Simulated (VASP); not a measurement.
# Si8O15 (a cell with a defect) in VASP: a series of runs, part 2 of 2

VASP 6.6.1. The steps go on from the part before.

## 3. Single point, PBE+D3(BJ)

The input, INCAR:

```
  ALGO = Normal
  EDIFF = 1E-6
  ENCUT = 520
  GGA = PE
  ISIF = 2
  ISMEAR = 0
  IVDW = 12
  LASPH = T
  LCHARG = F
  LREAL = Auto
  LWAVE = F
  NBANDS = 78
  NELECT = 124.0
  NELM = 80
  PREC = Accurate
  SIGMA = 0.02
```

The input, KPOINTS:

```
k-points
0
Gamma
  2 2 2
```

The input, POSCAR:

```
Si8O15
1.0
   -4.1246000000     -4.1246000000      0.0000000000
    4.1246000000     -4.1246000000      0.0000000000
    0.0000000000      0.0000000000      5.2948000000
Si O
8 15
Direct
    0.5000000000      0.4962123137     -0.0031611489
    0.0000000000      0.5428051392      0.2500000000
    0.5000000000      0.4962123137      0.5031611489
    0.0000000000      0.4948250668      0.7500000000
    0.0000000000     -0.0052198496      0.0243918852
    0.5000000000     -0.0022043961      0.2500000000
    0.0000000000     -0.0052198496      0.4756081148
    0.5000000000     -0.0043011388      0.7500000000
    0.2066345647      0.4957496519     -0.0157434548
    0.7933654353      0.4957496519     -0.0157434548
    0.0000000000      1.2364483423      0.2500000000
    0.2066345647      0.4957496519      0.5157434548
    0.0000000000      0.1878115649      0.7500000000
    0.7933654353      0.4957496519      0.5157434548
    0.0000000000      0.8011854577      0.7500000000
    0.6918651739     -0.0035433020      0.0028364160
    0.5000000000      0.6913999352      0.2500000000
    0.3081348261     -0.0035433020      0.0028364160
    0.5000000000      0.3020100958      0.2500000000
    0.6918651739     -0.0035433020      0.4971635840
    0.5000000000      0.6975151510      0.7500000000
    0.3081348261     -0.0035433020      0.4971635840
    0.5000000000      0.2959944543      0.7500000000
```

Potentials or basis: VASP PAW PBE potentials, release 64 (Si, O).

Command:

```sh
> cat potpaw_PBE.64/Si/POTCAR potpaw_PBE.64/O/POTCAR > POTCAR
> mpirun -np 1 vasp_std > vasp.out
```

OUTCAR:

```text
EDIFF = 1E-6
   ENCUT = 520
   GGA = PE
   ISIF = 2
   ISMEAR = 0
   IVDW = 12
   LASPH = T
   LREAL = Auto
   NELECT = 124.0
   NELM = 80
   PREC = Accurate
 IVDW          = 12

 ion  position               nearest neighbor table
   1  0.500  0.496  0.997-   9 1.71  10 1.71  23 1.75  19 1.75  21 1.76  17 1.76   3 2.61   3 2.68

   2  0.000  0.543  0.250-  11 1.79  10 1.87   9 1.87  12 1.87  14 1.87   4 2.66   4 2.66   7 2.89
                             5 2.89
   3  0.500  0.496  0.503-  12 1.71  14 1.71  23 1.75  19 1.75  21 1.76  17 1.76   1 2.61   1 2.68
[... 12 lines left out ...]
  10  0.793  0.496  0.984-   1 1.71   4 1.73   2 1.87
  11  0.000  0.236  0.250-   2 1.79   7 1.85   5 1.85
  12  0.207  0.496  0.516-   3 1.71   4 1.73   2 1.87
  13  0.000  0.188  0.750-   4 1.79   5 1.84   7 1.84
  14  0.793  0.496  0.516-   3 1.71   4 1.73   2 1.87
  15  0.000  0.801  0.750-   4 1.79   5 1.84   7 1.84
  16  0.692  0.996  0.003-   6 1.72   8 1.74   5 1.80
  17  0.500  0.691  0.250-   1 1.76   3 1.76   6 1.79
  18  0.308  0.996  0.003-   6 1.72   8 1.74   5 1.80
  19  0.500  0.302  0.250-   1 1.75   3 1.75   6 1.77
  20  0.692  0.996  0.497-   6 1.72   8 1.74   7 1.80
  21  0.500  0.698  0.750-   8 1.74   3 1.76   1 1.76
  22  0.308  0.996  0.497-   6 1.72   8 1.74   7 1.80
  23  0.500  0.296  0.750-   8 1.75   3 1.75   1 1.75

  LATTYP: Found a simple tetragonal cell.
 ALAT       =     5.8330652594
 C/A-ratio  =     0.9077217148

  Lattice vectors:

 A1 = (  -4.1246000000,  -4.1246000000,   0.0000000000)
 A2 = (   4.1246000000,  -4.1246000000,   0.0000000000)
 A3 = (   0.0000000000,   0.0000000000,   5.2948000000)

Analysis of symmetry for initial positions (statically):
=====================================================================
 Subroutine PRICEL returns:
 Original cell was already a primitive cell.

 Routine SETGRP: Setting up the symmetry group for a
 simple tetragonal supercell.

 Subroutine GETGRP returns: Found  4 space group operations
 (whereof  2 operations were pure point group operations)
 out of a pool of 16 trial point group operations.

The static configuration has the point symmetry C_1h.
 The point group associated with its full space group is C_2v.

Analysis of symmetry for dynamics (positions and initial velocities):
=====================================================================
 Subroutine PRICEL returns:
 Original cell was already a primitive cell.

 Routine SETGRP: Setting up the symmetry group for a
 simple tetragonal supercell.

 Subroutine GETGRP returns: Found  4 space group operations
 (whereof  2 operations were pure point group operations)
 out of a pool of 16 trial point group operations.

The dynamic configuration has the point symmetry C_1h.
 The point group associated with its full space group is C_2v.

 Subroutine INISYM returns: Found  4 space group operations
 (whereof  2 operations are pure point group operations),
 and found     1 'primitive' translations

----------------------------------------------------------------------------------------

                                     Primitive cell
[... 90 lines left out ...]
  0.000000  0.000000  0.000000      1.000000
  0.500000  0.000000  0.000000      1.000000
  0.000000  0.500000  0.000000      1.000000
  0.500000  0.500000  0.000000      1.000000
  0.000000  0.000000  0.500000      1.000000
  0.500000  0.000000  0.500000      1.000000
  0.000000  0.500000  0.500000      1.000000
  0.500000  0.500000  0.500000      1.000000
   k-points           NKPTS =      8   k-points in BZ     NKDIM =      8   number of bands    NBANDS=     78
   number of dos      NEDOS =    301   number of ions     NIONS =     23
   total plane-waves  NPLWV =  92160
   dimension x,y,z NGX =    48 NGY =   48 NGZ =   40
   dimension x,y,z NGXF=    96 NGYF=   96 NGZF=   80
   ions per type =               8  15
   NGX,Y,Z   is equivalent  to a cutoff of  13.68, 13.68, 12.56 a.u.
   NGXF,Y,Z  is equivalent  to a cutoff of  27.36, 27.36, 25.12 a.u.
 SYSTEM =  unknown system
   PREC   = accura    normal or accurate (medium, high low for compatibility)
   ISTART =      0    job   : 0-new  1-cont  2-samecut
   ICHARG =      2    charge: 1-file 2-atom 10-const
   ISPIN  =      1    spin polarized calculation?
   LNONCOLLINEAR =      F non collinear calculations
   LSORBIT =      F    spin-orbit coupling
   LASPH  =      T    aspherical Exc in radial PAW
   ENCUT  =  520.0 eV  38.22 Ry    6.18 a.u.  10.85 10.85  9.84*2*pi/ulx,y,z
   NELM   =     80;   NELMIN=  2; NELMDL= -5     # of ELM steps
   EDIFF  = 0.1E-05   stopping-criterion for ELM
   LREAL  =      T    real-space projection
   EDIFFG = 0.1E-04   stopping-criterion for IOM
   NSW    =      0    number of steps for IOM
   IBRION =     -1    ionic relax: 0-MD 1-quasi-New 2-CG
   NFREE  =      0    steps in history (QN), initial steepest desc. (CG)
   ISIF   =      2    stress and relaxation
   ISYM   =      2    0-nonsym 1-usesym 2-fastsym
   POTIM  = 0.5000    time-step for ionic-motion
   TEBEG  =    0.0;   TEEND  =   0.0 temperature during run
   PSTRESS=    0.0 pullay stress
   NELECT =     124.0000    total number of electrons
   NUPDOWN=      -1.0000    fix difference up-down
   EMIN   =  10.00;   EMAX   =-10.00  energy-range for DOS
   EFERMI =   0.00;   METHOD = LEGACY
   ISMEAR =     0;   SIGMA  =   0.02  broadening in eV -4-tet -1-fermi 0-gaus
   EFERMI_NEDOS =   21; number of points for ismear=-14 and -15
   IALGO  =     38    algorithm
   IMIX   =      4    mixing-type and parameters
     AMIX     =   0.40;   BMIX     =  1.00
     AMIX_MAG =   1.60;   BMIX_MAG =  1.00
  volume/ion in A,a.u.               =       7.83        52.86
  Fermi-wavevector in a.u.,A,eV,Ry     =   1.445443  2.731491 28.426728  2.089306
  Thomas-Fermi vector in A             =   2.563624
   LORBIT       =      0    0 simple, 1 ext, 2 COOP (PROOUT), +10 PAW based schemes
   GGA     = PE    functional components
   LHFCALC =     F    Hartree Fock is set to
   AEXX    =    0.0000 exact exchange contribution
   IVDW    =    12    specifies the selected vdW correction
   LEPSILON=     F    determine dielectric tensor
   LRPA    =     F    only Hartree local field effects (RPA)
 non-spin polarized calculation
 Gauss-broadening in eV      SIGMA  =   0.02
  energy-cutoff  :      520.00
  volume of cell :      180.15
 maximum number of plane-waves:      4880
 NGX is ok and might be reduce to    48
   NGX = 21   NGY = 21   NGZ = 19

 number of electron     123.9999985 magnetization

 Free energy of the ion-electron system (eV)
  ---------------------------------------------------
  ext. energy  EPLUGINS =         0.00000000
  ---------------------------------------------------
  free energy    TOTEN  =      -146.69476878 eV

  energy without entropy =     -146.69476822  energy(sigma->0) =     -146.69476850

 E-fermi :  13.4577     XC(G=0): -12.4076

 val. band max:       13.3992914924   @ k =   0.0000   0.0000   0.5000
 cond. band min:      13.5160495764   @ k =   0.5000   0.0000   0.0000
 fundamental gap:      0.1167580840
 Fermi energy:        13.4576705613

 k-point     1 :       0.0000    0.0000    0.0000
  band No.  band energies     occupation
      1     -14.6430      2.00000
      2     -12.7804      2.00000
      3     -12.1172      2.00000
      4     -12.0913      2.00000
      5     -11.8765      2.00000
      6     -11.5272      2.00000
[... 605 lines left out ...]
     73      18.8589      0.00000
     74      19.0720      0.00000
 [bands above 74 left out]

------------------------ aborting loop because EDIFF is reached ----------------------------------------

 Edisp (eV)   -5.67690

 E8    (eV) :    -1.9678

  FORCE on cell =-STRESS in cart. coord.  units (eV):
  Direction    XX          YY          ZZ          XY          YZ          ZX
  --------------------------------------------------------------------------------------
  -------------------------------------------------------------------------------------
  Total      56.18397    56.18397    55.11080     3.90221     0.00000     0.00000
  in kB     499.66597   499.66597   490.12188    34.70391     0.00000     0.00000
  external pressure =      496.48 kB  Pullay stress =        0.00 kB

 VOLUME and BASIS-vectors are now :
 -----------------------------------------------------------------------------
  energy-cutoff  :      520.00
  volume of cell :      180.15
      direct lattice vectors                 reciprocal lattice vectors
    -4.124600000 -4.124600000  0.000000000    -0.121223876 -0.121223876  0.000000000
     4.124600000 -4.124600000  0.000000000     0.121223876 -0.121223876  0.000000000
     0.000000000  0.000000000  5.294800000     0.000000000  0.000000000  0.188864546

 POSITION                                       TOTAL-FORCE (eV/Angst)
 -----------------------------------------------------------------------------------
     -0.01562     -4.10898      5.27806         0.000707     -0.000707      0.009253
      2.23885     -2.23885      1.32370         0.005582     -0.005582      0.000000
     -0.01562     -4.10898      2.66414         0.000707     -0.000707     -0.009253
      2.04096     -2.04096      3.97110        -0.005435      0.005435      0.000000
      4.10307     -4.10307      0.12915        -0.005193      0.005193      0.004773
      2.05321     -6.17781      1.32370         0.007006     -0.007006      0.000000
[... 15 lines left out ...]
      2.83905     -5.38092      2.63238         0.019560      0.018746      0.005622
     -0.84144     -3.28316      3.97110        -0.005803      0.005803      0.000000
 -----------------------------------------------------------------------------------
    total drift:                               -0.008798      0.008798     -0.000002

  FREE ENERGIE OF THE ION-ELECTRON SYSTEM (eV)
  ---------------------------------------------------
  free  energy   TOTEN  =      -152.3716676575 eV

  energy  without entropy=     -152.3716670951  energy(sigma->0) =     -152.37166738
```

Run time: 80 s. Hardware: 1 thread of Intel Xeon 6975P-C (Granite Rapids), shared host; peak memory 0.31 GiB.

Results:

| Quantity | Value |
| --- | --- |
| Free energy | -152.3717 eV |
| Largest force | 0.028 eV/Å |
| Dispersion energy per atom | -0.247 eV |

Forces on the atoms (eV/Å):
```
Si   0.001 -0.001  0.009
Si   0.006 -0.006  0.000
Si   0.001 -0.001 -0.009
Si  -0.005  0.005  0.000
Si  -0.005  0.005  0.005
Si   0.007 -0.007  0.000
Si  -0.005  0.005 -0.005
Si   0.001 -0.001  0.000
O   -0.003 -0.001  0.001
O    0.001  0.003  0.001
O    0.012 -0.012  0.000
O   -0.003 -0.001 -0.001
O   -0.007  0.007  0.000
O    0.001  0.003 -0.001
O    0.001 -0.001  0.000
O   -0.019 -0.020 -0.006
O    0.007 -0.007  0.000
O    0.020  0.019 -0.006
O   -0.010  0.010  0.000
O   -0.019 -0.020  0.006
O    0.004 -0.004  0.000
O    0.020  0.019  0.006
O   -0.006  0.006  0.000
```

Levels at points of the mesh, in eV from the Fermi level:
```csv
k point,band 60,band 61,band 62,band 63,band 64,band 65
"(0.00, 0.00, 0.00)",-5.38,-4.97,-0.21,1.24,1.40,1.47
"(0.50, 0.00, 0.00)",-5.67,-4.51,0.06,1.06,1.97,2.35
"(0.00, 0.50, 0.00)",-5.46,-5.13,-0.99,1.23,1.97,2.40
"(0.50, 0.50, 0.00)",-5.55,-4.84,-0.69,1.65,1.97,2.96
"(0.00, 0.00, 0.50)",-5.65,-4.52,-0.48,-0.06,2.83,3.03
"(0.50, 0.00, 0.50)",-5.55,-4.44,0.21,0.23,2.50,3.09
"(0.00, 0.50, 0.50)",-5.52,-4.77,-0.45,-0.39,3.03,3.32
"(0.50, 0.50, 0.50)",-5.68,-4.42,-0.36,0.19,2.40,4.34
```

Caveat: the k points lie up to 0.59 Å⁻¹ apart; the cell carries a net charge on a neutralising background, which shifts energy and pressure; the cell is charged against a uniform background, so pressure and absolute levels hang on convention.
